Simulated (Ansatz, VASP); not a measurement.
**GeW in VASP and in Ansatz**

File INCAR:

```
SYSTEM = GeW
ALGO = Normal
EDIFF = 1E-6
EDIFFG = -0.04
ENCUT = 600
GGA = PE
IBRION = 2
ISIF = 3
ISMEAR = 0
LASPH = .True.
LCHARG = .False.
LREAL = .False.
LWAVE = .False.
NELM = 60
NSW = 90
PREC = Accurate
SIGMA = 0.1
```

The input KPOINTS:

```
k-points
0
Gamma
  6 6 6
  0 0 0
```

Contents of POSCAR:

```
GeW
1.0
    3.3048525332      0.0000000000      0.0000000000
   -1.6524262666      2.8620862495      0.0000000000
    0.0000000000      0.0000000000      3.2233832745
Ge W
1 1
Direct
    0.0000000000      0.0000000000      0.0000000000
    0.6666666667      0.3333333333      0.5000000000
```

Input for Ansatz:

```yaml
crystal:
  lattice:
    - [3.3048525332, 0.0, 0.0]
    - [-1.6524262666, 2.8620862495, 0.0]
    - [0.0, 0.0, 3.2233832745]
  atoms:
    - { symbol: Ge, position: [0.0, 0.0, 0.0] }
    - { symbol: W, position: [0.6666666667, 0.3333333333, 0.5] }
basis:
  ecutwfc: 420
kpoints:
  mp_grid: { grid: [6, 6, 6] }
hamiltonian:
  xc: pbe
scf:
  occupations: { method: gaussian, width: 0.1 }
  lower_state_search: "off"
output:
  forces: true
  stress: true
  eigenvalues: true
relax:
  adjacent_minimum: "off"
  f_tol: 0.04
  max_steps: 70
  cell: { stress_tol: 0.4 }
```

Alike in both runs: task relaxation of cell and atoms; functional PBE; k mesh 6 × 6 × 6; occupations gaussian, width 0.1 eV; no spin polarisation.

|  | VASP | Ansatz |
| --- | --- | --- |
| version | VASP 6.6.1 | Ansatz 0.2.0 |
| potentials or method | VASP PAW PBE potentials, release 64 (Ge_d, W_sv), cutoff 600 eV | scalar-relativistic, plane waves, PAW |
| valence electrons in the cell | 28 | 28 |

VASP gave:

- gap on the k mesh at the Fermi level, each at its own relaxed structure (eV): none
- relaxed volume (Å³/atom): 16.09
- relaxed cell length with the largest relative difference (Å): 3.190

Problem. Which values does Ansatz return?

Solution. gap on the k mesh at the Fermi level, each at its own relaxed structure (eV): none; relaxed volume (Å³/atom): 16.07; relaxed cell length with the largest relative difference (Å): 3.189.

A gap of «none» marks a metal or a gap that the smearing closes.

The k mesh is coarse, so the values compare programs but aren't converged. Spin-orbit coupling is off throughout.
